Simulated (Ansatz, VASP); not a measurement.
## Mg: VASP beside Ansatz

```
CELL_PARAMETERS angstrom
-1.83599 1.83599 1.67940
1.83599 -1.83599 1.67940
1.83599 1.83599 -1.67940
ATOMIC_POSITIONS crystal
Mg 0.00000 0.00000 0.00000
```

Alike in both runs: task relaxation of cell and atoms; functional PBE; dispersion D4; k mesh 11 × 11 × 11; occupations fermi-dirac, width 0.05 eV; no spin polarisation.

|  | VASP | Ansatz |
| --- | --- | --- |
| version | VASP 6.6.1 | Ansatz 0.2.0 |
| potentials or method | VASP PAW PBE potentials, release 64 (Mg) | Ansatz PAW |
| plane-wave cutoff (eV) | 600 | 420 |
| valence electrons in the cell | 2 | 10 |

```csv
,VASP,Ansatz,Ansatz less VASP
"gap on the k mesh at the Fermi level, each at its own relaxed structure (eV)",none,none,-
relaxed volume (Å³/atom),22.26,22.26,+0.004
relaxed cell length with the largest relative difference (Å),3.069,3.070,+0.0002
```

A gap of «none» marks a metal or a gap that the smearing closes. VASP's potentials hold 2 valence electrons a cell and Ansatz's 10, so a difference there can come from the potentials and not from the codes.

Noted on Ansatz's run: the plane-wave basis is chosen anew once the cell has moved, so the energies of steps on either side of that aren't comparable.
